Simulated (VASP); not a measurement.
# Ni (Pm-3m) in VASP: notebook

Ni is run at these levels: PBE; tasks: single point, relaxation of cell and atoms.

Program: VASP 6.6.1. These are calculated values, not measurements. Logs are shortened: lines on timing, memory, paths and dates and some standing lists are left out, and cuts for length are marked.

### Step 1. The cell of the first run

The structure is cubic, space group Pm-3m (No. 221). The conventional cell has a = 2.324 Å, b = 2.324 Å, c = 2.324 Å, α = 90.00°, β = 90.00°, γ = 90.00°. Ni (site symmetry m-3m) has 6 Ni at 2.32 Å within 3.1 Å.

This isn't the form of Ni at room conditions, which is fcc.

### Step 2. Single point, PBE, collinear spin, antiferromagnetic start

INCAR

```
SYSTEM = Ni
PREC = Accurate
ENCUT = 520
EDIFF = 1E-6
ISMEAR = -1
SIGMA = 0.05
LREAL = .False.
LASPH = .True.
NELM = 150
ALGO = Normal
ISIF = 2
LWAVE = .False.
LCHARG = .True.
ISPIN = 2
MAGMOM = 0.8 -0.8
LORBIT = 11
LMAXMIX = 4
GGA = PE
LELF = .True.
LVHAR = .True.
NBANDS = 21
```

KPOINTS

```
regular mesh
0
Gamma
  12 12 12
  0 0 0
```

POSCAR

```
Ni
1.0
    0.0000000000      2.3241357468      2.3241357468
    2.3241357468      0.0000000000      2.3241357468
    2.3241357468      2.3241357468      0.0000000000
Ni
2
Direct
    0.0000000000      0.0000000000      0.0000000000
    0.5000000000      0.5000000000      0.5000000000
```

Potentials or basis: VASP PAW PBE potentials, release 64 (Ni).

Started as:

```bash
> cat potpaw_PBE.64/Ni/POTCAR > POTCAR
> mpirun -np 1 vasp_std > vasp.out
```

OUTCAR:

```text
SYSTEM = Ni
   PREC = Accurate
   ENCUT = 520
   EDIFF = 1E-6
   ISMEAR = -1
   LREAL = .False.
   LASPH = .True.
   NELM = 150
   ISIF = 2
   ISPIN = 2
   LORBIT = 11
   GGA = PE

 ion  position               nearest neighbor table
   1  0.000  0.000  0.000-   2 2.32   2 2.32   2 2.32   2 2.32   2 2.32   2 2.32
   2  0.500  0.500  0.500-   1 2.32   1 2.32   1 2.32   1 2.32   1 2.32   1 2.32

  LATTYP: Found a face centered cubic cell.
 ALAT       =     4.6482714936

  Lattice vectors:

 A1 = (   0.0000000000,   2.3241357468,   2.3241357468)
 A2 = (   2.3241357468,   0.0000000000,   2.3241357468)
 A3 = (   2.3241357468,   2.3241357468,   0.0000000000)

Analysis of symmetry for initial positions (statically):
=====================================================================
 Subroutine PRICEL returns following result:

  LATTYP: Found a simple cubic cell.
 ALAT       =     2.3241357468

  Lattice vectors:

 A1 = (  -2.3241357468,   0.0000000000,   0.0000000000)
 A2 = (   0.0000000000,   0.0000000000,   2.3241357468)
 A3 = (   0.0000000000,   2.3241357468,   0.0000000000)

   2 primitive cells build up your supercell.

 Routine SETGRP: Setting up the symmetry group for a
 face centered cubic supercell.

 Subroutine GETGRP returns: Found 48 space group operations
 (whereof 48 operations were pure point group operations)
 out of a pool of 48 trial point group operations.

The static configuration has the point symmetry O_h .

Analysis of symmetry for dynamics (positions and initial velocities):
=====================================================================
 Subroutine PRICEL returns following result:

  LATTYP: Found a simple cubic cell.
 ALAT       =     2.3241357468

  Lattice vectors:

 A1 = (  -2.3241357468,   0.0000000000,   0.0000000000)
 A2 = (   0.0000000000,   0.0000000000,   2.3241357468)
 A3 = (   0.0000000000,   2.3241357468,   0.0000000000)

   2 primitive cells build up your supercell.

 Routine SETGRP: Setting up the symmetry group for a
 face centered cubic supercell.

 Subroutine GETGRP returns: Found 48 space group operations
 (whereof 48 operations were pure point group operations)
 out of a pool of 48 trial point group operations.

The dynamic configuration has the point symmetry O_h .

Analysis of structural, dynamic, and magnetic symmetry:
=====================================================================
 Subroutine PRICEL returns following result:

  LATTYP: Found a simple cubic cell.
 ALAT       =     2.3241357468

  Lattice vectors:

 A1 = (  -2.3241357468,   0.0000000000,   0.0000000000)
 A2 = (   0.0000000000,   0.0000000000,   2.3241357468)
 A3 = (   0.0000000000,   2.3241357468,   0.0000000000)

   2 primitive cells build up your supercell.

 Routine SETGRP: Setting up the symmetry group for a
 face centered cubic supercell.

 Subroutine GETGRP returns: Found 48 space group operations
 (whereof 48 operations were pure point group operations)
 out of a pool of 48 trial point group operations.

The overall configuration has the point symmetry O_h .

 Subroutine INISYM returns: Found 48 space group operations
 (whereof 48 operations are pure point group operations),
 and found     2 'primitive' translations

----------------------------------------------------------------------------------------

                                     Primitive cell

  volume of cell :      12.5541

  direct lattice vectors                    reciprocal lattice vectors
    -2.324135747  0.000000000  0.000000000    -0.430267467  0.000000000  0.000000000
     0.000000000  0.000000000  2.324135747     0.000000000  0.000000000  0.430267467
     0.000000000  2.324135747  0.000000000     0.000000000  0.430267467  0.000000000

  length of vectors
     2.324135747  2.324135747  2.324135747     0.430267467  0.430267467  0.430267467

  position of ions in fractional coordinates (direct lattice)
     0.000000000  0.000000000  0.000000000

  ion indices of the primitive-cell ions
   primitive index   ion index
                 1           1

----------------------------------------------------------------------------------------

 KPOINTS: regular mesh

Automatic generation of k-mesh.
 Grid dimensions read from file:
 generate k-points for:   12   12   12

 Generating k-lattice:

  Cartesian coordinates                     Fractional coordinates (reciprocal lattice)
    -0.017927811  0.017927811  0.017927811     0.083333333  0.000000000  0.000000000
     0.017927811 -0.017927811  0.017927811     0.000000000  0.083333333  0.000000000
     0.017927811  0.017927811 -0.017927811     0.000000000  0.000000000  0.083333333

  Length of vectors
     0.031051880  0.031051880  0.031051880

  Shift w.r.t. Gamma in fractional coordinates (k-lattice)
     0.000000000  0.000000000  0.000000000

 Subroutine IBZKPT returns following result:
 ===========================================

 Found     72 irreducible k-points:

 Following reciprocal coordinates:
            Coordinates               Weight
  0.000000  0.000000  0.000000      1.000000
  0.083333  0.000000  0.000000      8.000000
  0.166667  0.000000  0.000000      8.000000
  0.250000  0.000000  0.000000      8.000000
  0.333333  0.000000  0.000000      8.000000
  0.416667  0.000000  0.000000      8.000000
[... 16 lines left out ...]
  0.500000  0.166667  0.000000     24.000000
 -0.416667  0.166667  0.000000     24.000000
 [... further k-points ...]
   k-points           NKPTS =     72   k-points in BZ     NKDIM =     72   number of bands    NBANDS=     21
   number of dos      NEDOS =    301   number of ions     NIONS =      2
   total plane-waves  NPLWV =  13824
   dimension x,y,z NGX =    24 NGY =   24 NGZ =   24
   dimension x,y,z NGXF=    48 NGYF=   48 NGZF=   48
   ions per type =               2
   NGX,Y,Z   is equivalent  to a cutoff of  12.14, 12.14, 12.14 a.u.
   NGXF,Y,Z  is equivalent  to a cutoff of  24.28, 24.28, 24.28 a.u.
 SYSTEM =  Ni
   PREC   = accura    normal or accurate (medium, high low for compatibility)
   ISTART =      0    job   : 0-new  1-cont  2-samecut
   ICHARG =      2    charge: 1-file 2-atom 10-const
   ISPIN  =      2    spin polarized calculation?
   LNONCOLLINEAR =      F non collinear calculations
   LSORBIT =      F    spin-orbit coupling
   LASPH  =      T    aspherical Exc in radial PAW
   ENCUT  =  520.0 eV  38.22 Ry    6.18 a.u.   6.11  6.11  6.11*2*pi/ulx,y,z
   NELM   =    150;   NELMIN=  2; NELMDL= -5     # of ELM steps
   EDIFF  = 0.1E-05   stopping-criterion for ELM
   LREAL  =      F    real-space projection
   EDIFFG = 0.1E-04   stopping-criterion for IOM
   NSW    =      0    number of steps for IOM
   IBRION =     -1    ionic relax: 0-MD 1-quasi-New 2-CG
   NFREE  =      0    steps in history (QN), initial steepest desc. (CG)
   ISIF   =      2    stress and relaxation
   ISYM   =      2    0-nonsym 1-usesym 2-fastsym
   POTIM  = 0.5000    time-step for ionic-motion
   TEBEG  =    0.0;   TEEND  =   0.0 temperature during run
   PSTRESS=    0.0 pullay stress
   NELECT =      20.0000    total number of electrons
   NUPDOWN=      -1.0000    fix difference up-down
   EMIN   =  10.00;   EMAX   =-10.00  energy-range for DOS
   EFERMI =   0.00;   METHOD = LEGACY
   ISMEAR =    -1;   SIGMA  =   0.05  broadening in eV -4-tet -1-fermi 0-gaus
   EFERMI_NEDOS =   21; number of points for ismear=-14 and -15
   IALGO  =     38    algorithm
   IMIX   =      4    mixing-type and parameters
     AMIX     =   0.40;   BMIX     =  1.00
     AMIX_MAG =   1.60;   BMIX_MAG =  1.00
  volume/ion in A,a.u.               =      12.55        84.72
  Fermi-wavevector in a.u.,A,eV,Ry     =   1.517563  2.867778 31.334175  2.302997
  Thomas-Fermi vector in A             =   2.626801
   LORBIT       =     11    0 simple, 1 ext, 2 COOP (PROOUT), +10 PAW based schemes
   GGA     = PE    functional components
   LHFCALC =     F    Hartree Fock is set to
   AEXX    =    0.0000 exact exchange contribution
   IVDW    =     0    specifies the selected vdW correction
   LEPSILON=     F    determine dielectric tensor
   LRPA    =     F    only Hartree local field effects (RPA)
 spin polarized calculation
  energy-cutoff  :      520.00
  volume of cell :       25.11
 maximum number of plane-waves:       692
   NGX = 13   NGY = 13   NGZ = 13

 number of electron      20.0000005 magnetization       0.0000000

 number of electron      20.0000005 magnetization      -0.0000000

 Free energy of the ion-electron system (eV)
  ---------------------------------------------------
  ext. energy  EPLUGINS =         0.00000000
  ---------------------------------------------------
  free energy    TOTEN  =        -9.53476661 eV

  energy without entropy =       -9.49031015  energy(sigma->0) =       -9.51253838

 E-fermi :   7.4269     XC(G=0): -12.3286

 val. band max:        7.4245816597   @ k =   0.4167   0.2500   0.0000
 cond. band min:       7.4345560846   @ k =   0.2500   0.0000   0.0000
 fundamental gap:      0.0099744249
 Fermi energy:         7.4269089093

 spin component 1

 k-point     1 :       0.0000    0.0000    0.0000
  band No.  band energies     occupation
      1      -0.4875      1.00000
      2       4.1514      1.00000
      3       4.1514      1.00000
      4       4.5098      1.00000
      5       4.5098      1.00000
      6       4.5098      1.00000
[... 550 lines left out ...]
      5       5.5947      1.00000
      6       5.9527      1.00000
[... 13 lines left out ...]
     20      30.4755      0.00000
     21      32.1258      0.00000

 [... further k-points ...]

 spin component 2

 k-point     1 :       0.0000    0.0000    0.0000
  band No.  band energies     occupation
      1      -0.4875      1.00000
      2       4.1514      1.00000
      3       4.1514      1.00000
      4       4.5098      1.00000
      5       4.5098      1.00000
      6       4.5098      1.00000
[... 550 lines left out ...]
      5       5.5947      1.00000
      6       5.9527      1.00000
[... 13 lines left out ...]
     20      30.4755      0.00000
     21      32.1258      0.00000

 [... further k-points ...]

------------------------ aborting loop because EDIFF is reached ----------------------------------------

  FORCE on cell =-STRESS in cart. coord.  units (eV):
  Direction    XX          YY          ZZ          XY          YZ          ZX
  --------------------------------------------------------------------------------------
  -------------------------------------------------------------------------------------
  Total       -0.0037090     -0.0037090     -0.0037090      0.0000000      0.0000000     -0.0000000
  in kB       -0.2366781     -0.2366781     -0.2366781      0.0000000      0.0000000     -0.0000000
  external PRESSURE =      -0.2366781 kB  Pullay stress =       0.0000000 kB

 VOLUME and BASIS-vectors are now :
 -----------------------------------------------------------------------------
  energy-cutoff  :      520.00
  volume of cell :       25.11
      direct lattice vectors                 reciprocal lattice vectors
     0.000000000  2.324135747  2.324135747    -0.215133733  0.215133733  0.215133733
     2.324135747  0.000000000  2.324135747     0.215133733 -0.215133733  0.215133733
     2.324135747  2.324135747  0.000000000     0.215133733  0.215133733 -0.215133733

 POSITION                                       TOTAL-FORCE (eV/Angst)
 -----------------------------------------------------------------------------------
      0.00000      0.00000      0.00000         0.000000     -0.000000      0.000000
      2.32414      2.32414      2.32414        -0.000000      0.000000     -0.000000
 -----------------------------------------------------------------------------------
    total drift:                                0.000000     -0.000000      0.000000

  FREE ENERGIE OF THE ION-ELECTRON SYSTEM (eV)
  ---------------------------------------------------
  free  energy   TOTEN  =        -9.5347666056 eV

  energy  without entropy=       -9.4903101477  energy(sigma->0) =       -9.51253838

 total charge

# of ion       s       p       d       tot
------------------------------------------
    1        0.507   0.383   8.368   9.258
    2        0.507   0.383   8.368   9.258
--------------------------------------------------
tot          1.014   0.766  16.736  18.516

 magnetization (x)

# of ion       s       p       d       tot
------------------------------------------
    1       -0.000  -0.000  -0.000  -0.000
    2        0.000   0.000   0.000   0.000
--------------------------------------------------
tot          0.000   0.000   0.000   0.000
```

Run time: 20 s. Hardware: 1 thread of Intel Xeon 6975P-C (Granite Rapids), shared host; peak memory 0.18 GiB.

Results:

| Property | Result |
| --- | --- |
| Free energy | -9.5348 eV |
| Pressure | 0.0 GPa |
| Band gap on the k mesh | zero (filled and empty bands overlap) |
| Net moment | 0.00 μB per cell |
| Valence electrons inside the program's atomic spheres | Ni 9.26 |

Caveat: the moments typed at the start vanished in this run.

(Continued in part 2 of 3.)
